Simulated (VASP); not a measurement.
SnSe:

```xyz
8
Lattice="11.4200 0.0000 0.0000 0.0000 4.1900 0.0000 0.0000 0.0000 4.4600" Properties=species:S:1:pos:R:3 pbc="T T T"
Sn   10.0409    3.1083    4.1863
Sn    7.0698    1.0904    1.9235
Sn    4.2530    3.1636    2.5575
Sn    1.2227    1.1047    0.3596
Se    7.3035    3.1177    4.4042
Se    9.8435    1.0927    2.1859
Se    1.6393    3.1866    2.2382
Se    4.1195    0.9338    0.0248
```

This cell differs from its parent crystal: atoms moved at random.

* Program: VASP 6.6.1
* Task: relaxation of the atoms
* Functional: PBE
* Potentials or basis: VASP PAW PBE potentials, release 64 (Sn_d, Se)
* Cutoff: 480 eV
* k mesh: 2 × 5 × 5
* Occupations: gaussian, width 0.03 eV
* Spin: no spin polarisation

At the start: pressure 1.3 GPa; volume 26.68 Å³/atom.

Problem. Where does the relaxation end?

Solution. Over 30 steps the energy falls by 20.8 meV/atom; space group P1 (No. 1, to 0.1 Å) before, Pnma (No. 62, to 0.1 Å).

The path:
| step | energy change (eV) | largest force (eV/Å) | pressure (GPa) |
| --- | --- | --- | --- |
| 1 | 0.0000 | 0.6548 | 1.26 |
| 2 | -0.0700 | 0.4555 | 1.25 |
| 3 | -0.1046 | 0.2999 | 1.36 |
| 4 | -0.1284 | 0.2109 | 1.51 |
| 5 | -0.1420 | 0.1791 | 1.79 |
| 6 | -0.1482 | 0.1184 | 1.76 |
| 7 | -0.1502 | 0.1108 | 1.73 |
| 8 | -0.1534 | 0.0640 | 1.73 |
| 9 | -0.1549 | 0.1081 | 1.73 |
| 10 | -0.1576 | 0.0705 | 1.76 |
| 11 | -0.1609 | 0.0510 | 1.84 |
| 12 | -0.1611 | 0.0715 | 1.86 |
| 13 | -0.1630 | 0.0441 | 1.75 |
| 14 | -0.1632 | 0.0575 | 1.71 |
| 15 | -0.1647 | 0.0481 | 1.76 |
| 16 | -0.1650 | 0.0535 | 1.79 |
| 17 | -0.1658 | 0.0407 | 1.83 |
| 18 | -0.1658 | 0.0335 | 1.83 |
| 19 | -0.1662 | 0.0131 | 1.79 |
| 20 | -0.1662 | 0.0131 | 1.79 |
| 21 | -0.1663 | 0.0054 | 1.80 |
| 22 | -0.1663 | 0.0061 | 1.80 |
| 23 | -0.1663 | 0.0035 | 1.80 |
| 24 | -0.1663 | 0.0037 | 1.80 |
| 25 | -0.1663 | 0.0042 | 1.80 |
| 26 | -0.1663 | 0.0031 | 1.80 |
| 27 | -0.1663 | 0.0026 | 1.80 |
| 28 | -0.1663 | 0.0028 | 1.80 |
| 29 | -0.1663 | 0.0035 | 1.80 |
| 30 | -0.1663 | 0.0013 | 1.80 |

Final structure:
```
Sn Se
1.0
    11.42000    0.00000    0.00000
     0.00000    4.19000    0.00000
     0.00000    0.00000    4.46000
Sn Se
4 4
Direct
  0.88113 0.75104 0.89805
  0.61480 0.25124 0.39810
  0.38106 0.75127 0.60415
  0.11481 0.25100 0.10410
  0.64106 0.75121 0.98254
  0.85485 0.25105 0.48250
  0.14102 0.75104 0.51974
  0.35484 0.25118 0.01976
```

Caveat: the cell differs from its parent crystal (atoms moved at random).
